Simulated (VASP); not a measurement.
# WS2 (R3m) in VASP: further runs, part 3 of 3

VASP 6.6.1. Earlier steps stand in the parts before.

**6. Electric field gradients, PBEsol (volume scaled by 1.01)**

INCAR reads:

```
SYSTEM = WS2
PREC = Accurate ; ENCUT = 520
EDIFF = 1E-8 ; ISMEAR = -1
SIGMA = 0.03 ; LREAL = .False.
LASPH = .True. ; NELM = 80
ALGO = Normal ; ISIF = 2
LWAVE = .False. ; LCHARG = .False.
GGA = PS ; LEFG = .True.
NBANDS = 20
```

KPOINTS reads:

```
regular mesh
0
Gamma
  15 15 15
  0 0 0
```

POSCAR reads:

```
WS2
1.0
    1.5842462713      0.9146650112      6.1838063298
   -1.5842462713      0.9146650112      6.1838063298
    0.0000000000     -1.8293300223      6.1838063298
W S
1 2
Direct
    0.0000000000      0.0000000000      0.0000000000
    0.7503000000      0.7503000000      0.7503000000
    0.5810000000      0.5810000000      0.5810000000
```

Potentials or basis: VASP PAW PBE potentials, release 64 (W_sv, S).

The run is started by

```bash
$ cat potpaw_PBE.64/W_sv/POTCAR potpaw_PBE.64/S/POTCAR > POTCAR
$ mpirun -np 1 vasp_std > vasp.out
```

OUTCAR:

```text
SYSTEM = WS2
   PREC = Accurate
   ENCUT = 520
   EDIFF = 1E-8
   ISMEAR = -1
   LREAL = .False.
   LASPH = .True.
   NELM = 80
   ISIF = 2
   GGA = PS

 ion  position               nearest neighbor table
   1  0.000  0.000  0.000-   2 2.40   2 2.40   2 2.40   3 2.42   3 2.42   3 2.42
   2  0.750  0.750  0.750-   1 2.40   1 2.40   1 2.40
   3  0.581  0.581  0.581-   1 2.42   1 2.42   1 2.42

  LATTYP: Found a trigonal (rhomboedric) cell.
 ALAT       =     6.4487137520
 COS(alpha) =     0.8792939096

  Lattice vectors:

 A1 = (   1.5842462713,   0.9146650112,   6.1838063298)
 A2 = (  -1.5842462713,   0.9146650112,   6.1838063298)
 A3 = (   0.0000000000,  -1.8293300223,   6.1838063298)

Analysis of symmetry for initial positions (statically):
=====================================================================
 Subroutine PRICEL returns:
 Original cell was already a primitive cell.

 Routine SETGRP: Setting up the symmetry group for a
 trigonal (rhombohedral) supercell.

 Subroutine GETGRP returns: Found  6 space group operations
 (whereof  6 operations were pure point group operations)
 out of a pool of 12 trial point group operations.

The static configuration has the point symmetry C_3v.

Analysis of symmetry for dynamics (positions and initial velocities):
=====================================================================
 Subroutine PRICEL returns:
 Original cell was already a primitive cell.

 Routine SETGRP: Setting up the symmetry group for a
 trigonal (rhombohedral) supercell.

 Subroutine GETGRP returns: Found  6 space group operations
 (whereof  6 operations were pure point group operations)
 out of a pool of 12 trial point group operations.

The dynamic configuration has the point symmetry C_3v.

 Subroutine INISYM returns: Found  6 space group operations
 (whereof  6 operations are pure point group operations),
 and found     1 'primitive' translations

----------------------------------------------------------------------------------------

                                     Primitive cell

  volume of cell :      53.7640

  direct lattice vectors                    reciprocal lattice vectors
     1.584246271  0.914665011  6.183806330     0.315607497  0.182216073  0.053904232
    -1.584246271  0.914665011  6.183806330    -0.315607497  0.182216073  0.053904232
     0.000000000 -1.829330022  6.183806330     0.000000000 -0.364432146  0.053904232

  length of vectors
     6.448713752  6.448713752  6.448713752     0.368397144  0.368397144  0.368397144

  position of ions in fractional coordinates (direct lattice)
     0.000000000  0.000000000  0.000000000
     0.750300000  0.750300000  0.750300000
     0.581000000  0.581000000  0.581000000

  ion indices of the primitive-cell ions
   primitive index   ion index
                 1           1
                 2           2
                 3           3

----------------------------------------------------------------------------------------
[... 79 lines left out ...]
   TEBEG  =    0.0;   TEEND  =   0.0 temperature during run
   PSTRESS=    0.0 pullay stress
   NELECT =      26.0000    total number of electrons
   NUPDOWN=      -1.0000    fix difference up-down
   EMIN   =  10.00;   EMAX   =-10.00  energy-range for DOS
   EFERMI =   0.00;   METHOD = LEGACY
   ISMEAR =    -1;   SIGMA  =   0.03  broadening in eV -4-tet -1-fermi 0-gaus
   EFERMI_NEDOS =   21; number of points for ismear=-14 and -15
   IALGO  =     38    algorithm
   IMIX   =      4    mixing-type and parameters
     AMIX     =   0.40;   BMIX     =  1.00
     AMIX_MAG =   1.60;   BMIX_MAG =  1.00
  volume/ion in A,a.u.               =      17.92       120.94
  Fermi-wavevector in a.u.,A,eV,Ry     =   1.284997  2.428291 22.466162  1.651216
  Thomas-Fermi vector in A             =   2.417157
   LORBIT       =      0    0 simple, 1 ext, 2 COOP (PROOUT), +10 PAW based schemes
   GGA     = PS    functional components
   LHFCALC =     F    Hartree Fock is set to
   AEXX    =    0.0000 exact exchange contribution
   IVDW    =     0    specifies the selected vdW correction
   LEPSILON=     F    determine dielectric tensor
   LRPA    =     F    only Hartree local field effects (RPA)
 non-spin polarized calculation
  energy-cutoff  :      520.00
  volume of cell :       53.76
 maximum number of plane-waves:      1469
   NGX = 23   NGY = 23   NGZ = 23

 number of electron      26.0000001 magnetization

 Free energy of the ion-electron system (eV)
  ---------------------------------------------------
  ext. energy  EPLUGINS =         0.00000000
  ---------------------------------------------------
  free energy    TOTEN  =       -25.25915075 eV

  energy without entropy =      -25.25915075  energy(sigma->0) =      -25.25915075

 E-fermi :   7.7420     XC(G=0): -11.0665

 val. band max:        7.2607319377   @ k =   0.4667   0.4667   0.4667
 cond. band min:       8.3036558358   @ k =  -0.2000   0.1333  -0.0000
 fundamental gap:      1.0429238982
 Fermi energy:         7.7419936624

 k-point     1 :       0.0000    0.0000    0.0000
  band No.  band energies     occupation
      1     -67.3327      2.00000
      2     -31.5898      2.00000
      3     -31.4172      2.00000
      4     -31.4172      2.00000
      5      -8.3061      2.00000
      6      -6.3307      2.00000
[... 541 lines left out ...]
     19      15.7044      0.00000
     20      16.1960      0.00000

 [... further k-points ...]

------------------------ aborting loop because EDIFF is reached ----------------------------------------

  FORCE on cell =-STRESS in cart. coord.  units (eV):
  Direction    XX          YY          ZZ          XY          YZ          ZX
  --------------------------------------------------------------------------------------
  -------------------------------------------------------------------------------------
  Total       -0.8212675     -0.8212675     -0.5118003      0.0000000     -0.0000000      0.0000000
  in kB      -24.4739095    -24.4739095    -15.2517336      0.0000000     -0.0000000      0.0000000
  external PRESSURE =     -21.3998508 kB  Pullay stress =       0.0000000 kB

 VOLUME and BASIS-vectors are now :
 -----------------------------------------------------------------------------
  energy-cutoff  :      520.00
  volume of cell :       53.76
      direct lattice vectors                 reciprocal lattice vectors
     1.584246271  0.914665011  6.183806330     0.315607497  0.182216073  0.053904232
    -1.584246271  0.914665011  6.183806330    -0.315607497  0.182216073  0.053904232
     0.000000000 -1.829330022  6.183806330     0.000000000 -0.364432146  0.053904232

 POSITION                                       TOTAL-FORCE (eV/Angst)
 -----------------------------------------------------------------------------------
      0.00000      0.00000      0.00000         0.000000     -0.000000     -0.587642
      0.00000      0.00000     13.91913         0.000000      0.000000      0.071169
      0.00000      0.00000     10.77837         0.000000      0.000000      0.516473
 -----------------------------------------------------------------------------------
    total drift:                                0.000000      0.000000      0.000072

  FREE ENERGIE OF THE ION-ELECTRON SYSTEM (eV)
  ---------------------------------------------------
  free  energy   TOTEN  =       -25.2591507481 eV

  energy  without entropy=      -25.2591507480  energy(sigma->0) =      -25.25915075

 Electric field gradients (V/A^2)
---------------------------------------------------------------------
 ion       V_xx      V_yy      V_zz      V_xy      V_xz      V_yz
---------------------------------------------------------------------
   1      76.087    76.087  -152.174    -0.000    -0.000    -0.000
   2      24.072    24.072   -48.144     0.000     0.000    -0.000
   3      20.259    20.259   -40.518    -0.000    -0.000    -0.000
---------------------------------------------------------------------

 Electric field gradients after diagonalization (V/A^2)
 (convention: |V_zz| > |V_xx| > |V_yy|)
----------------------------------------------------------------------
 ion       V_xx      V_yy      V_zz     asymmetry (V_yy - V_xx)/ V_zz
----------------------------------------------------------------------
   1      76.087    76.087  -152.174       0.000
   2      24.072    24.072   -48.144       0.000
   3      20.259    20.259   -40.518       0.000
----------------------------------------------------------------------

           NMR quadrupolar parameters

 Cq : quadrupolar parameter    Cq=e*Q*V_zz/h
 eta: asymmetry parameters     (V_yy - V_xx)/ V_zz
 Q  : nuclear electric quadrupole moment in mb (millibarn)
----------------------------------------------------------------------
 ion       Cq(MHz)       eta       Q (mb)
----------------------------------------------------------------------
   1      -0.368       0.000       1.000
   2      -0.116       0.000       1.000
   3      -0.098       0.000       1.000
----------------------------------------------------------------------
```

Run time: 28 min. Hardware: 1 thread of Oxide Virtual Turin-like, shared host; peak memory 0.52 GiB.

Results:

```yaml
Free_energy: -25.2592 eV
Pressure: -2.1 GPa
Largest_force: 0.588 eV/Å
Band_gap_on_the_k_mesh: 1.04 eV, indirect (least direct gap 1.87 eV)
```

Forces in eV/Å, atoms in the order of the input:
```
W    0.000  0.000 -0.588
S    0.000  0.000  0.071
S    0.000  0.000  0.516
```

Levels at points of the mesh, in eV from the valence-band top:
| k point | band 9 | band 10 | band 11 | band 12 | band 13 | band 14 | band 15 | band 16 | band 17 | band 18 |
| --- | --- | --- | --- | --- | --- | --- | --- | --- | --- | --- |
| (0.00, 0.00, 0.00) | -3.49 | -2.25 | -2.25 | -1.55 | -1.19 | 2.18 | 2.18 | 2.53 | 2.53 | 4.61 |

Electric field gradients, principal values (V/Å²):
```
atom   least  middle  greatest (by size)
 1 W  76.087  76.087            -152.174
 2 S  24.072  24.072             -48.144
 3 S  20.259  20.259             -40.518
```

Caveat: without QUAD_EFG the Cq values of the log hold for a quadrupole moment of 1 mb, not for the nuclei; the PAW data sets were made with another functional, which shifts forces and pressure a little; spin-orbit coupling is left out, which moves the levels of the heavy elements.

**7. Electric field gradients, PBEsol (volume scaled by 1.01)**

INCAR reads:

```
  ALGO = Normal
  EDIFF = 1E-8
  ENCUT = 520
  GGA = PS
  ISIF = 2
  ISMEAR = -1
  LASPH = True
  LCHARG = False
  LEFG = True
  LREAL = False
  LWAVE = False
  NBANDS = 20
  NELM = 100
  PREC = Accurate
  SIGMA = 0.03
```

KPOINTS reads:

```
k-points
0
Gamma
  15 15 15
```

POSCAR is that of step 6.

Potentials or basis: VASP PAW PBE potentials, release 64 (W_sv, S).

The run is started by

```bash
$ cat potpaw_PBE.64/W_sv/POTCAR potpaw_PBE.64/S/POTCAR > POTCAR
$ mpirun -np 1 vasp_std > vasp.out
```

OUTCAR:

```text
EDIFF = 1E-8
   ENCUT = 520
   GGA = PS
   ISIF = 2
   ISMEAR = -1
   LASPH = True
   LREAL = False
   NELM = 100
   PREC = Accurate

 ion  position               nearest neighbor table
   1  0.000  0.000  0.000-   2 2.40   2 2.40   2 2.40   3 2.42   3 2.42   3 2.42
   2  0.750  0.750  0.750-   1 2.40   1 2.40   1 2.40
   3  0.581  0.581  0.581-   1 2.42   1 2.42   1 2.42

  LATTYP: Found a trigonal (rhomboedric) cell.
 ALAT       =     6.4487137520
 COS(alpha) =     0.8792939096

  Lattice vectors:

 A1 = (   1.5842462713,   0.9146650112,   6.1838063298)
 A2 = (  -1.5842462713,   0.9146650112,   6.1838063298)
 A3 = (   0.0000000000,  -1.8293300223,   6.1838063298)

Analysis of symmetry for initial positions (statically):
=====================================================================
 Subroutine PRICEL returns:
 Original cell was already a primitive cell.

 Routine SETGRP: Setting up the symmetry group for a
 trigonal (rhombohedral) supercell.

 Subroutine GETGRP returns: Found  6 space group operations
 (whereof  6 operations were pure point group operations)
 out of a pool of 12 trial point group operations.

The static configuration has the point symmetry C_3v.

Analysis of symmetry for dynamics (positions and initial velocities):
=====================================================================
 Subroutine PRICEL returns:
 Original cell was already a primitive cell.

 Routine SETGRP: Setting up the symmetry group for a
 trigonal (rhombohedral) supercell.

 Subroutine GETGRP returns: Found  6 space group operations
 (whereof  6 operations were pure point group operations)
 out of a pool of 12 trial point group operations.

[... 707 lines left out ...]

 [... further k-points ...]

------------------------ aborting loop because EDIFF is reached ----------------------------------------

  FORCE on cell =-STRESS in cart. coord.  units (eV):
  Direction    XX          YY          ZZ          XY          YZ          ZX
  --------------------------------------------------------------------------------------
  -------------------------------------------------------------------------------------
  Total       -0.8212675     -0.8212675     -0.5118003      0.0000000     -0.0000000      0.0000000
  in kB      -24.4739095    -24.4739095    -15.2517336      0.0000000     -0.0000000      0.0000000
  external PRESSURE =     -21.3998508 kB  Pullay stress =       0.0000000 kB

 VOLUME and BASIS-vectors are now :
 -----------------------------------------------------------------------------
  energy-cutoff  :      520.00
  volume of cell :       53.76
      direct lattice vectors                 reciprocal lattice vectors
     1.584246271  0.914665011  6.183806330     0.315607497  0.182216073  0.053904232
    -1.584246271  0.914665011  6.183806330    -0.315607497  0.182216073  0.053904232
     0.000000000 -1.829330022  6.183806330     0.000000000 -0.364432146  0.053904232

 POSITION                                       TOTAL-FORCE (eV/Angst)
 -----------------------------------------------------------------------------------
      0.00000      0.00000      0.00000         0.000000     -0.000000     -0.587642
      0.00000      0.00000     13.91913         0.000000      0.000000      0.071169
      0.00000      0.00000     10.77837         0.000000      0.000000      0.516473
 -----------------------------------------------------------------------------------
    total drift:                                0.000000      0.000000      0.000072

  FREE ENERGIE OF THE ION-ELECTRON SYSTEM (eV)
  ---------------------------------------------------
  free  energy   TOTEN  =       -25.2591507481 eV

  energy  without entropy=      -25.2591507480  energy(sigma->0) =      -25.25915075

 Electric field gradients (V/A^2)
---------------------------------------------------------------------
 ion       V_xx      V_yy      V_zz      V_xy      V_xz      V_yz
---------------------------------------------------------------------
   1      76.087    76.087  -152.174    -0.000    -0.000    -0.000
   2      24.072    24.072   -48.144     0.000     0.000    -0.000
   3      20.259    20.259   -40.518    -0.000    -0.000    -0.000
---------------------------------------------------------------------

 Electric field gradients after diagonalization (V/A^2)
 (convention: |V_zz| > |V_xx| > |V_yy|)
----------------------------------------------------------------------
 ion       V_xx      V_yy      V_zz     asymmetry (V_yy - V_xx)/ V_zz
----------------------------------------------------------------------
   1      76.087    76.087  -152.174       0.000
   2      24.072    24.072   -48.144       0.000
   3      20.259    20.259   -40.518       0.000
----------------------------------------------------------------------

           NMR quadrupolar parameters

 Cq : quadrupolar parameter    Cq=e*Q*V_zz/h
 eta: asymmetry parameters     (V_yy - V_xx)/ V_zz
 Q  : nuclear electric quadrupole moment in mb (millibarn)
----------------------------------------------------------------------
 ion       Cq(MHz)       eta       Q (mb)
----------------------------------------------------------------------
   1      -0.368       0.000       1.000
   2      -0.116       0.000       1.000
   3      -0.098       0.000       1.000
----------------------------------------------------------------------
```

Wall time 29 min (1 thread of Oxide Virtual Turin-like, shared host); peak memory 0.53 GiB.

Results:

| Quantity | Value |
| --- | --- |
| Free energy | -25.2592 eV |
| Pressure | -2.1 GPa |
| Largest force | 0.588 eV/Å |
| Band gap on the k mesh | 1.04 eV, indirect (least direct gap 1.87 eV) |

Forces on the atoms (eV/Å):
```
W    0.000  0.000 -0.588
S    0.000  0.000  0.071
S    0.000  0.000  0.516
```

Levels at points of the mesh, in eV from the valence-band top:
| k point | band 9 | band 10 | band 11 | band 12 | band 13 | band 14 | band 15 | band 16 | band 17 | band 18 |
| --- | --- | --- | --- | --- | --- | --- | --- | --- | --- | --- |
| (0.00, 0.00, 0.00) | -3.49 | -2.25 | -2.25 | -1.55 | -1.19 | 2.18 | 2.18 | 2.53 | 2.53 | 4.61 |

Electric field gradients, principal values (V/Å²):
| atom | least | middle | greatest (by size) |
| --- | --- | --- | --- |
| 1 W | 76.087 | 76.087 | -152.174 |
| 2 S | 24.072 | 24.072 | -48.144 |
| 3 S | 20.259 | 20.259 | -40.518 |

Caveat: without QUAD_EFG the Cq values of the log hold for a quadrupole moment of 1 mb, not for the nuclei; the PAW data sets were made with another functional, which shifts forces and pressure a little; spin-orbit coupling is left out, which moves the levels of the heavy elements. A k mesh can miss the band edges.

**8. Summary**

```csv
cell,gap on the mesh (eV),pressure (GPa),largest force (eV/Å)
"a = 6.309 Å, angles 29.0°, 3 atoms",0.92,3.2,0.90
"a = 6.340 Å, angles 28.4°, 3 atoms",0.99,7.0,1.05
"a = 6.449 Å, angles 28.4°, 3 atoms",1.04,-2.1,0.59
```

Alike in all rows: task electric field gradients; level PBEsol; potentials or basis VASP PAW PBE potentials, release 64 (W_sv, S); no spin polarisation; k mesh 15 × 15 × 15; cutoff (eV) 520; smearing fermi-dirac 0.03 eV.

Caveats: the PAW data sets were made with another functional, which shifts forces and pressure a little; spin-orbit coupling is left out, which moves the levels of the heavy elements.

Absolute energies hang on the potentials; compare differences alone.
